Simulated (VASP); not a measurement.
Wanted: the native input for a VASP 6.6.1 run.

```
Task                   : relaxation of cell and atoms
Functional             : PBEsol
Potentials or basis    : VASP PAW PBE potentials, release 64 (Ga_d, N)
Cutoff                 : 600 eV
k mesh                 : 8 × 8 × 8
Occupations            : fermi-dirac, width 0.02 eV
Spin                   : no spin polarisation
Dipole correction      : no
Further INCAR settings : ALGO = Normal; EDIFF = 1e-07; IBRION = 2; EDIFFG = -0.005; NSW = 80; ISIF = 3
```

The structure of GaN lies in POSCAR:

```
GaN
1.0
    0.0000000000      2.2742071940      2.2742071940
    2.2742071940      0.0000000000      2.2742071940
    2.2742071940      2.2742071940      0.0000000000
Ga N
1 1
Direct
    0.0000000000      0.0000000000      0.0000000000
    0.7500000000      0.7500000000      0.7500000000
```

The input as run:

INCAR

```
  PREC = Accurate
  ENCUT = 600
  EDIFF = 1E-7
  ISMEAR = -1
  SIGMA = 0.02
  LREAL = False
  LASPH = True
  NELM = 100
  ALGO = Normal
  ISIF = 3
  LWAVE = False
  LCHARG = False
  GGA = PS
  IBRION = 2
  NSW = 80
  EDIFFG = -0.005
```

KPOINTS

```
Automatic mesh
0
Gamma
  8 8 8
```

Potentials or basis: VASP PAW PBE potentials, release 64 (Ga_d, N).

Launch:

```console
$ cat potpaw_PBE.64/Ga_d/POTCAR potpaw_PBE.64/N/POTCAR > POTCAR
$ mpirun -np 1 vasp_std > vasp.out
```

Results of the run:

```
Relaxed volume                         : 11.35 Å³/atom
Relaxed cell                           : a = 3.179 Å, b = 3.179 Å, c = 3.179 Å, α = 60.00°, β = 60.00°, γ = 60.00°
Space group after relaxing (to 0.05 Å) : F-43m (No. 216)
Energy gained by relaxing              : 8.2 meV/atom
Ionic steps                            : 3
Pressure after relaxing                : 0.0 GPa
Band gap on the k mesh                 : 1.73 eV, direct
```

Caveat: the PAW data sets were made with another functional, which shifts forces and pressure a little.

It took 87 s on 1 thread of AMD EPYC 7R13 (shared host), peak memory 0.14 GiB.
